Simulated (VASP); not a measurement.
A run of VASP 6.6.1 is set up as follows.

INCAR

```
  PREC = Accurate
  ENCUT = 520
  EDIFF = 1E-7
  ISMEAR = 0
  SIGMA = 0.02
  LREAL = F
  LASPH = T
  NELM = 80
  ALGO = Normal
  ISIF = 2
  LWAVE = F
  LCHARG = F
  GGA = CA
  NBANDS = 21
```

The input KPOINTS:

```
Automatic mesh
0
Gamma
  8 8 6
```

Contents of POSCAR:

```
AlGaN2
1.0
    3.1763860280      0.0000000000      0.0000000000
    0.0000000000      3.1763860280      0.0000000000
    0.0000000000      0.0000000000      4.4703192781
Al Ga N
1 1 2
Direct
    0.5000000000      0.5000000000      0.5000000000
    0.0000000000      0.0000000000      0.0000000000
    0.5000000000      0.0000000000      0.7400513253
    0.0000000000      0.5000000000      0.2599486747
```

Potentials or basis: VASP PAW LDA potentials, release 64 (Al, Ga_d, N).

Run with:

```bash
$ cat potpaw_LDA.64/Al/POTCAR potpaw_LDA.64/Ga_d/POTCAR potpaw_LDA.64/N/POTCAR > POTCAR
$ mpirun -np 1 vasp_std > vasp.out
```

Q: Estimate the band gap on the k mesh.

A: 2.64 eV, direct.

Q: Predict the pressure.

A: -10.0 GPa.

Stress tensor (GPa, compression positive):
```
-10.04   0.00   0.00
  0.00 -10.04   0.00
  0.00   0.00  -9.89
```
